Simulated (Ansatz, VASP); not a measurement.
AlN: VASP beside Ansatz

```
Al N
1.0
     2.17025    2.17025    0.00000
    -2.17025    2.17025    0.00000
     0.00000    0.00000    4.60132
Al N
2 2
Direct
  0.00000 0.00000 0.00000
  0.50000 0.50000 0.50000
  0.50000 0.00000 0.25000
  0.00000 0.50000 0.75000
```

Alike in both runs: task single point; functional PBE; k mesh 8 × 8 × 6; occupations gaussian, width 0.02 eV; no spin polarisation.

|  | VASP | Ansatz |
| --- | --- | --- |
| version | VASP 6.6.1 | Ansatz 0.2.0 |
| potentials or method | VASP PAW PBE potentials, release 64 (Al, N), cutoff 520 eV | scalar-relativistic, plane waves, PAW |
| valence electrons in the cell | 16 | 16 |

Ansatz gave:

| Item | Value |
| --- | --- |
| gap on the k mesh at the Fermi level (eV) | 3.13 |
| least direct gap on the mesh (eV) | 3.41 |
| pressure (GPa) | -3.1 |
| traceless stress, the component that is largest in VASP (GPa) | -6.19 |

Q: What did VASP give for the same quantities?

A: gap on the k mesh at the Fermi level (eV): 3.12; least direct gap on the mesh (eV): 3.40; pressure (GPa): -3.4; traceless stress, the component that is largest in VASP (GPa): -6.23.

The functional is the same, so the differences come from potentials, cutoffs and numerics.
